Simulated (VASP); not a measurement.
# Fe (Fd-3m) in VASP: notebook

Fe is run at these levels: PBE; tasks: single point.

All numbers are computed with VASP 6.6.1; they aren't measurements. Logs are shortened: lines on timing, memory, paths and dates and some standing lists are left out, and cuts for length are marked.

## 1. The cell of the first run

It takes space group Fd-3m (No. 227, cubic). The conventional cell has a = 4.937 Å, b = 4.937 Å, c = 4.937 Å, α = 90.00°, β = 90.00°, γ = 90.00°. Fe (site symmetry -43m) has 4 Fe at 2.14 Å within 2.8 Å.

## 2. Single point, PBE, collinear spin, ferromagnetic start (volume scaled by 1.04)

INCAR

```
SYSTEM = Fe
  ALGO = Normal
  EDIFF = 1E-6
  ENCUT = 520
  GGA = PE
  ISIF = 2
  ISMEAR = -1
  ISPIN = 2
  LASPH = .True.
  LCHARG = .False.
  LMAXMIX = 4
  LORBIT = 11
  LREAL = .False.
  LWAVE = .False.
  MAGMOM = 2.5 2.5
  NBANDS = 19
  NELM = 150
  PREC = Accurate
  SIGMA = 0.05
```

KPOINTS

```
k-points
0
Gamma
  13 13 13
  0 0 0
```

POSCAR

```
Fe
1.0
    0.0000000000      2.4687357596      2.4687357596
    2.4687357596      0.0000000000      2.4687357596
    2.4687357596      2.4687357596      0.0000000000
Fe
2
Direct
    0.1250000000      0.1250000000      0.1250000000
    0.8750000000      0.8750000000      0.8750000000
```

Potentials or basis: VASP PAW PBE potentials, release 64 (Fe).

On the command line:

```
cat potpaw_PBE.64/Fe/POTCAR > POTCAR
mpirun -np 1 vasp_std > vasp.out
```

OUTCAR:

```text
SYSTEM = Fe
   EDIFF = 1E-6
   ENCUT = 520
   GGA = PE
   ISIF = 2
   ISMEAR = -1
   ISPIN = 2
   LASPH = .True.
   LORBIT = 11
   LREAL = .False.
   NELM = 150
   PREC = Accurate

 ion  position               nearest neighbor table
   1  0.125  0.125  0.125-   2 2.14   2 2.14   2 2.14   2 2.14
   2  0.875  0.875  0.875-   1 2.14   1 2.14   1 2.14   1 2.14

  LATTYP: Found a face centered cubic cell.
 ALAT       =     4.9374715192

  Lattice vectors:

 A1 = (   0.0000000000,   2.4687357596,   2.4687357596)
 A2 = (   2.4687357596,   0.0000000000,   2.4687357596)
 A3 = (   2.4687357596,   2.4687357596,   0.0000000000)

Analysis of symmetry for initial positions (statically):
=====================================================================
 Subroutine PRICEL returns:
 Original cell was already a primitive cell.

 Routine SETGRP: Setting up the symmetry group for a
 face centered cubic supercell.

 Subroutine GETGRP returns: Found 48 space group operations
 (whereof 12 operations were pure point group operations)
 out of a pool of 48 trial point group operations.

The static configuration has the point symmetry D_3d.
 The point group associated with its full space group is O_h .

Analysis of symmetry for dynamics (positions and initial velocities):
=====================================================================
 Subroutine PRICEL returns:
 Original cell was already a primitive cell.

 Routine SETGRP: Setting up the symmetry group for a
 face centered cubic supercell.

 Subroutine GETGRP returns: Found 48 space group operations
 (whereof 12 operations were pure point group operations)
 out of a pool of 48 trial point group operations.

The dynamic configuration has the point symmetry D_3d.
 The point group associated with its full space group is O_h .

Analysis of structural, dynamic, and magnetic symmetry:
=====================================================================
 Subroutine PRICEL returns:
 Original cell was already a primitive cell.

 Routine SETGRP: Setting up the symmetry group for a
 face centered cubic supercell.

 Subroutine GETGRP returns: Found 48 space group operations
 (whereof 12 operations were pure point group operations)
 out of a pool of 48 trial point group operations.

The overall configuration has the point symmetry D_3d.
 The point group associated with its full space group is O_h .

 Subroutine INISYM returns: Found 48 space group operations
 (whereof 12 operations are pure point group operations),
 and found     1 'primitive' translations

----------------------------------------------------------------------------------------

                                     Primitive cell

  volume of cell :      30.0922

  direct lattice vectors                    reciprocal lattice vectors
     0.000000000  2.468735760  2.468735760    -0.202532814  0.202532814  0.202532814
     2.468735760  0.000000000  2.468735760     0.202532814 -0.202532814  0.202532814
     2.468735760  2.468735760  0.000000000     0.202532814  0.202532814 -0.202532814

  length of vectors
     3.491319593  3.491319593  3.491319593     0.350797124  0.350797124  0.350797124

  position of ions in fractional coordinates (direct lattice)
     0.125000000  0.125000000  0.125000000
     0.875000000  0.875000000  0.875000000

  ion indices of the primitive-cell ions
   primitive index   ion index
                 1           1
                 2           2

----------------------------------------------------------------------------------------

 KPOINTS: k-points

Automatic generation of k-mesh.
 Grid dimensions read from file:
 generate k-points for:   13   13   13

 Generating k-lattice:

  Cartesian coordinates                     Fractional coordinates (reciprocal lattice)
    -0.015579447  0.015579447  0.015579447     0.076923077  0.000000000  0.000000000
     0.015579447 -0.015579447  0.015579447     0.000000000  0.076923077  0.000000000
     0.015579447  0.015579447 -0.015579447     0.000000000  0.000000000  0.076923077

  Length of vectors
     0.026984394  0.026984394  0.026984394

  Shift w.r.t. Gamma in fractional coordinates (k-lattice)
     0.000000000  0.000000000  0.000000000

 Subroutine IBZKPT returns following result:
 ===========================================

 Found     84 irreducible k-points:

 Following reciprocal coordinates:
            Coordinates               Weight
  0.000000  0.000000  0.000000      1.000000
  0.076923  0.000000  0.000000      8.000000
  0.153846  0.000000  0.000000      8.000000
  0.230769  0.000000  0.000000      8.000000
  0.307692  0.000000  0.000000      8.000000
  0.384615  0.000000  0.000000      8.000000
[... 16 lines left out ...]
  0.384615  0.153846  0.000000     24.000000
  0.461538  0.153846  0.000000     24.000000
 [... further k-points ...]
   k-points           NKPTS =     84   k-points in BZ     NKDIM =     84   number of bands    NBANDS=     19
   number of dos      NEDOS =    301   number of ions     NIONS =      2
   total plane-waves  NPLWV =  21952
   dimension x,y,z NGX =    28 NGY =   28 NGZ =   28
   dimension x,y,z NGXF=    56 NGYF=   56 NGZF=   56
   ions per type =               2
   NGX,Y,Z   is equivalent  to a cutoff of  13.33, 13.33, 13.33 a.u.
   NGXF,Y,Z  is equivalent  to a cutoff of  26.67, 26.67, 26.67 a.u.
 SYSTEM =  Fe
   PREC   = accura    normal or accurate (medium, high low for compatibility)
   ISTART =      0    job   : 0-new  1-cont  2-samecut
   ICHARG =      2    charge: 1-file 2-atom 10-const
   ISPIN  =      2    spin polarized calculation?
   LNONCOLLINEAR =      F non collinear calculations
   LSORBIT =      F    spin-orbit coupling
   LASPH  =      T    aspherical Exc in radial PAW
   ENCUT  =  520.0 eV  38.22 Ry    6.18 a.u.   6.49  6.49  6.49*2*pi/ulx,y,z
   NELM   =    150;   NELMIN=  2; NELMDL= -5     # of ELM steps
   EDIFF  = 0.1E-05   stopping-criterion for ELM
   LREAL  =      F    real-space projection
   EDIFFG = 0.1E-04   stopping-criterion for IOM
   NSW    =      0    number of steps for IOM
   IBRION =     -1    ionic relax: 0-MD 1-quasi-New 2-CG
   NFREE  =      0    steps in history (QN), initial steepest desc. (CG)
   ISIF   =      2    stress and relaxation
   ISYM   =      2    0-nonsym 1-usesym 2-fastsym
   POTIM  = 0.5000    time-step for ionic-motion
   TEBEG  =    0.0;   TEEND  =   0.0 temperature during run
   PSTRESS=    0.0 pullay stress
   NELECT =      16.0000    total number of electrons
   NUPDOWN=      -1.0000    fix difference up-down
   EMIN   =  10.00;   EMAX   =-10.00  energy-range for DOS
   EFERMI =   0.00;   METHOD = LEGACY
   ISMEAR =    -1;   SIGMA  =   0.05  broadening in eV -4-tet -1-fermi 0-gaus
   EFERMI_NEDOS =   21; number of points for ismear=-14 and -15
   IALGO  =     38    algorithm
   IMIX   =      4    mixing-type and parameters
     AMIX     =   0.40;   BMIX     =  1.00
     AMIX_MAG =   1.60;   BMIX_MAG =  1.00
  volume/ion in A,a.u.               =      15.05       101.54
  Fermi-wavevector in a.u.,A,eV,Ry     =   1.326265  2.506277 23.932350  1.758978
  Thomas-Fermi vector in A             =   2.455664
   LORBIT       =     11    0 simple, 1 ext, 2 COOP (PROOUT), +10 PAW based schemes
   GGA     = PE    functional components
   LHFCALC =     F    Hartree Fock is set to
   AEXX    =    0.0000 exact exchange contribution
   IVDW    =     0    specifies the selected vdW correction
   LEPSILON=     F    determine dielectric tensor
   LRPA    =     F    only Hartree local field effects (RPA)
 spin polarized calculation
  energy-cutoff  :      520.00
  volume of cell :       30.09
 maximum number of plane-waves:       869
 NGX is ok and might be reduce to    28
   NGX = 13   NGY = 13   NGZ = 13

 number of electron      15.9999992 magnetization       0.0017471

 Free energy of the ion-electron system (eV)
  ---------------------------------------------------
  ext. energy  EPLUGINS =         0.00000000
  ---------------------------------------------------
  free energy    TOTEN  =       -13.97236974 eV

  energy without entropy =      -13.95049233  energy(sigma->0) =      -13.96143104

 E-fermi :   3.2671     XC(G=0): -11.3148

 val. band max:        3.2580630944   @ k =   0.3846   0.0000   0.0000
 cond. band min:       3.2867321876   @ k =   0.2308   0.2308   0.0000
 fundamental gap:      0.0286690932
 Fermi energy:         3.2671086105

 spin component 1

 k-point     1 :       0.0000    0.0000    0.0000
  band No.  band energies     occupation
      1      -3.1930      1.00000
      2       0.6809      1.00000
      3       0.6809      1.00000
      4       0.9401      1.00000
      5       0.9401      1.00000
      6       0.9401      1.00000
[... 11 lines left out ...]
     18      18.8306      0.00000
     19      19.8214      0.00000
[... 485 lines left out ...]
 k-point    24 :       0.4615    0.1538    0.0000
  band No.  band energies     occupation
      1      -0.2052      1.00000
      2       0.1908      1.00000
      3       0.8987      1.00000
      4       0.9440      1.00000
      5       1.1549      1.00000
      6       1.5261      1.00000
[... 11 lines left out ...]
     18      21.2137      0.00000
     19      22.6828      0.00000

 [... further k-points ...]

 spin component 2

 k-point     1 :       0.0000    0.0000    0.0000
  band No.  band energies     occupation
      1      -3.1931      1.00000
      2       0.6821      1.00000
      3       0.6821      1.00000
      4       0.9406      1.00000
      5       0.9406      1.00000
      6       0.9406      1.00000
[... 11 lines left out ...]
     18      18.8301      0.00000
     19      19.8211      0.00000
[... 485 lines left out ...]
 k-point    24 :       0.4615    0.1538    0.0000
  band No.  band energies     occupation
      1      -0.2051      1.00000
      2       0.1915      1.00000
      3       0.8994      1.00000
      4       0.9445      1.00000
      5       1.1559      1.00000
      6       1.5268      1.00000
[... 11 lines left out ...]
     18      21.2136      0.00000
     19      22.6830      0.00000

 [... further k-points ...]
[... 5 lines left out ...]
  --------------------------------------------------------------------------------------
  -------------------------------------------------------------------------------------
  Total       -1.2531901     -1.2531901     -1.2531901      0.0000000     -0.0000000      0.0000000
  in kB      -66.7227178    -66.7227178    -66.7227178      0.0000000     -0.0000000      0.0000000
  external PRESSURE =     -66.7227178 kB  Pullay stress =       0.0000000 kB

 VOLUME and BASIS-vectors are now :
 -----------------------------------------------------------------------------
  energy-cutoff  :      520.00
  volume of cell :       30.09
      direct lattice vectors                 reciprocal lattice vectors
     0.000000000  2.468735760  2.468735760    -0.202532814  0.202532814  0.202532814
     2.468735760  0.000000000  2.468735760     0.202532814 -0.202532814  0.202532814
     2.468735760  2.468735760  0.000000000     0.202532814  0.202532814 -0.202532814

 POSITION                                       TOTAL-FORCE (eV/Angst)
 -----------------------------------------------------------------------------------
      0.61718      0.61718      0.61718         0.000000      0.000000      0.000000
      4.32029      4.32029      4.32029        -0.000000     -0.000000     -0.000000
 -----------------------------------------------------------------------------------
    total drift:                                0.000000     -0.000000     -0.000000

  FREE ENERGIE OF THE ION-ELECTRON SYSTEM (eV)
  ---------------------------------------------------
  free  energy   TOTEN  =       -13.9723697446 eV

  energy  without entropy=      -13.9504923298  energy(sigma->0) =      -13.96143104

 total charge

# of ion       s       p       d       tot
------------------------------------------
    1        0.569   0.413   6.425   7.407
    2        0.569   0.413   6.425   7.407
--------------------------------------------------
tot          1.139   0.826  12.850  14.814

 magnetization (x)

# of ion       s       p       d       tot
------------------------------------------
    1       -0.000  -0.000   0.001   0.001
    2       -0.000  -0.000   0.001   0.001
--------------------------------------------------
tot         -0.000  -0.000   0.001   0.001
```

Run time: 65 s. Hardware: 1 thread of AMD EPYC 9R45 (Zen 5), shared host; peak memory 0.18 GiB.

Results:

```
Free energy                                           : -13.9724 eV
Pressure                                              : -6.7 GPa
Band gap on the k mesh                                : zero (filled and empty bands overlap)
Net moment                                            : 0.00 μB per cell
Valence electrons inside the program's atomic spheres : Fe 7.41
```

Caveat: the starting moments collapsed, and a magnetic state may lie lower.

## 3. Single point, PBE, collinear spin, antiferromagnetic start (volume scaled by 1.08)

INCAR

```
SYSTEM = Fe
PREC = Accurate ; ENCUT = 520
EDIFF = 1E-6 ; ISMEAR = -1
SIGMA = 0.05 ; LREAL = .False.
LASPH = .True. ; NELM = 150
ALGO = Normal ; ISIF = 2
LWAVE = .False. ; LCHARG = .False.
ISPIN = 2 ; MAGMOM = 2.5 -2.5
LORBIT = 11 ; LMAXMIX = 4
GGA = PE ; NBANDS = 19
```

KPOINTS

```
regular mesh
0
Gamma
  13 13 13
  0 0 0
```

POSCAR

```
Fe
1.0
    0.0000000000      2.4999886388      2.4999886388
    2.4999886388      0.0000000000      2.4999886388
    2.4999886388      2.4999886388      0.0000000000
Fe
2
Direct
    0.1250000000      0.1250000000      0.1250000000
    0.8750000000      0.8750000000      0.8750000000
```

Potentials or basis: VASP PAW PBE potentials, release 64 (Fe).

On the command line:

```
cat potpaw_PBE.64/Fe/POTCAR > POTCAR
mpirun -np 1 vasp_std > vasp.out
```

Wall time 78 s (1 thread of AMD EPYC 9R45 (Zen 5), shared host); peak memory 0.19 GiB.

It converged, with:

```yaml
Free_energy: -13.9082 eV
Pressure: -10.9 GPa
Band_gap_on_the_k_mesh: zero (filled and empty bands overlap)
Net_moment: 0.00 μB per cell
Valence_electrons_inside_the_program's_atomic_spheres: Fe 7.34
```

Levels at points of the mesh, in eV from the Fermi level:
Spin up:
```csv
k point,band 4,band 5,band 6,band 7,band 8,band 9,band 10,band 11,band 12,band 13
"(0.00, 0.00, 0.00)",-2.23,-2.23,-2.23,-0.35,-0.35,-0.35,1.10,1.10,13.51,13.51
```
Spin down:
```tsv
k point	band 6	band 7	band 8	band 9	band 10	band 11
(0.00, 0.00, 0.00)	-2.23	-0.35	-0.35	-0.35	1.10	1.10
```

Caveat: the starting moments collapsed, and a magnetic state may lie lower.

## 4. Single point, PBE, collinear spin, ferromagnetic start (volume scaled by 1.08)

INCAR

```
PREC = Accurate
ENCUT = 520
EDIFF = 1E-6
ISMEAR = -1
SIGMA = 0.05
LREAL = False
LASPH = True
NELM = 150
ALGO = Normal
ISIF = 2
LWAVE = False
LCHARG = False
ISPIN = 2
MAGMOM = 2.5 2.5
LORBIT = 11
LMAXMIX = 4
GGA = PE
NBANDS = 19
```

KPOINTS

```
Automatic mesh
0
Gamma
  13 13 13
```

POSCAR

```
Fe
1.0
    0.0000000000      2.4999888971      2.4999888971
    2.4999888971      0.0000000000      2.4999888971
    2.4999888971      2.4999888971      0.0000000000
Fe
2
Direct
    0.1250000000      0.1250000000      0.1250000000
    0.8750000000      0.8750000000      0.8750000000
```

On the command line:

```
cat potpaw_PBE.64/Fe/POTCAR > POTCAR
mpirun -np 1 vasp_std > vasp.out
```

It took 69 s on 1 thread of AMD EPYC 9R45 (Zen 5), shared host; peak memory 0.19 GiB.

Results (log left out):

```yaml
Free_energy: -13.9082 eV
Pressure: -10.9 GPa
Band_gap_on_the_k_mesh: zero (filled and empty bands overlap)
Net_moment: 0.00 μB per cell
Valence_electrons_inside_the_program's_atomic_spheres: Fe 7.34
```

Levels at points of the mesh, in eV from the Fermi level:
Spin up:
| k point | band 4 | band 5 | band 6 | band 7 | band 8 | band 9 | band 10 | band 11 | band 12 | band 13 |
| --- | --- | --- | --- | --- | --- | --- | --- | --- | --- | --- |
| (0.00, 0.00, 0.00) | -2.23 | -2.23 | -2.23 | -0.35 | -0.35 | -0.35 | 1.10 | 1.10 | 13.51 | 13.51 |
Spin down:
```
           k point  band 6  band 7  band 8  band 9  band 10  band 11
(0.00, 0.00, 0.00)   -2.23   -0.35   -0.35   -0.35     1.10     1.10
```

Caveat: the starting moments collapsed, and a magnetic state may lie lower.
